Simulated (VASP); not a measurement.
Set up this calculation in VASP 6.6.1, as the native input.

```yaml
Task: single point
Functional: PBE
Potentials_or_basis: VASP PAW PBE potentials, release 64 (Si, Ni)
Cutoff: 520 eV
k_mesh: 11 × 8 × 1
Occupations: gaussian, width 0.1 eV
Spin: no spin polarisation
Dipole_correction: yes
Further_INCAR_settings: LREAL = Auto; ALGO = Fast; EDIFF = 1e-06; NBANDS = 70
```

The structure of SiNi lies in POSCAR:

```
SiNi
1.0
    3.2583147222      0.0000000000      0.0000000000
    0.0000000000      4.7093899546      0.0000000000
    0.0000000000      0.0000000000     25.6934924810
Si Ni
8 8
Direct
    0.5000000000      0.1568172756      0.2919027067
    0.0000000000      0.8431827244      0.3513590762
    0.5000000000      0.1568172756      0.4108154457
    0.0000000000      0.8431827244      0.4702718152
    0.5000000000      0.1568172756      0.5297281848
    0.0000000000      0.8431827244      0.5891845543
    0.5000000000      0.1568172756      0.6486409238
    0.0000000000      0.8431827244      0.7080972933
    0.5000000000      0.6576940233      0.2919027067
    0.0000000000      0.3423059767      0.3513590762
    0.5000000000      0.6576940233      0.4108154457
    0.0000000000      0.3423059767      0.4702718152
    0.5000000000      0.6576940233      0.5297281848
    0.0000000000      0.3423059767      0.5891845543
    0.5000000000      0.6576940233      0.6486409238
    0.0000000000      0.3423059767      0.7080972933
```

These files were run (other wordings do the same):

INCAR

```
PREC = Accurate
ENCUT = 520
EDIFF = 1E-6
ISMEAR = 0
SIGMA = 0.1
LREAL = Auto
LASPH = T
NELM = 80
ALGO = Fast
ISIF = 2
LWAVE = F
LCHARG = T
LDIPOL = T
IDIPOL = 3
DIPOL = 0.5 0.5 0.500
GGA = PE
LELF = T
LVHAR = T
LVACPOTAV = T
NBANDS = 70
```

KPOINTS

```
Automatic mesh
0
Gamma
  11 8 1
```

Potentials or basis: VASP PAW PBE potentials, release 64 (Si, Ni).

The run is started by

```bash
$ cat potpaw_PBE.64/Si/POTCAR potpaw_PBE.64/Ni/POTCAR > POTCAR
$ mpirun -np 1 vasp_std > vasp.out
```

Results of the run:

| Item | Value |
| --- | --- |
| Largest force | 1.035 eV/Å |
| Band gap on the k mesh | zero (bands 56 and 57 overlap by 1.99 eV) |

Wall time 53 min on 1 thread of Oxide Virtual Turin-like Processor, on a shared host, peak memory 0.68 GiB.
